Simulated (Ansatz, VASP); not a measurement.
# SnO: VASP beside Ansatz

INCAR

```
ALGO = Normal
DIPOL = 0.5 0.5 0.401
EDIFF = 1E-7
ENCUT = 520
GGA = PE
IDIPOL = 3
ISIF = 2
ISMEAR = 0
IVDW = 12
LASPH = T
LCHARG = F
LDIPOL = T
LREAL = F
LWAVE = F
NBANDS = 50
NELM = 80
PREC = Accurate
SIGMA = 0.05
```

File KPOINTS:

```
k-points
0
Gamma
  7 7 1
```

Contents of POSCAR:

```
SnO
1.0
    3.8201631401      0.0000000000      0.0000000000
    0.0000000000      3.8201631401      0.0000000000
    0.0000000000      0.0000000000     22.2260824966
Sn O
4 4
Direct
    0.7500000000      0.2500000000      0.2024648294
    0.2500000000      0.7500000000      0.3087832167
    0.3750000000      1.2500000000      0.4932511724
   -0.1250000000      1.7500000000      0.5995695597
    0.2500000000      0.2500000000      0.2556240230
    0.7500000000      0.7500000000      0.2556240230
   -0.1250000000      1.2500000000      0.5464103660
    0.3750000000      1.7500000000      0.5464103660
```

Input for Ansatz:

```yaml
crystal:
  lattice:
    - [3.8201631401, 0.0, 0.0]
    - [0.0, 3.8201631401, 0.0]
    - [0.0, 0.0, 22.2260824966]
  atoms:
    - { symbol: Sn, position: [0.75, 0.25, 0.2024648294] }
    - { symbol: O, position: [0.25, 0.25, 0.255624023] }
    - { symbol: O, position: [0.75, 0.75, 0.255624023] }
    - { symbol: Sn, position: [0.25, 0.75, 0.3087832167] }
    - { symbol: Sn, position: [0.375, 1.25, 0.4932511724] }
    - { symbol: O, position: [-0.125, 1.25, 0.546410366] }
    - { symbol: O, position: [0.375, 1.75, 0.546410366] }
    - { symbol: Sn, position: [-0.125, 1.75, 0.5995695597] }
basis:
  ecutwfc: 420
kpoints:
  mp_grid: { grid: [7, 7, 1] }
hamiltonian:
  xc: pbe
  pseudopotentials: { kind: paw, azcp: { folder: soft_1 } }
  dispersion: d3bj
scf:
  occupations: { method: gaussian, width: 0.05 }
output:
  forces: true
  eigenvalues: true
efield:
  axis: 3
  dipole_correction: true
  ramp_width: 0.04
```

Alike in both runs: task single point; functional PBE; dispersion D3(BJ); k mesh 7 × 7 × 1; occupations gaussian, width 0.05 eV; no spin polarisation.

|  | VASP | Ansatz |
| --- | --- | --- |
| version | VASP 6.6.1 | Ansatz 0.2.0 |
| potentials or method | VASP PAW PBE potentials, release 64 (Sn_d, O), cutoff 520 eV | scalar-relativistic, plane waves, PAW |
| valence electrons in the cell | 80 | 80 |

```tsv
	VASP	Ansatz	Ansatz less VASP
gap on the k mesh at the Fermi level (eV)	2.45	2.46	+0.007
least direct gap on the mesh (eV)	2.55	2.59	+0.043
rms of the force components (eV/Å)	0.048	0.015	-0.0321
```
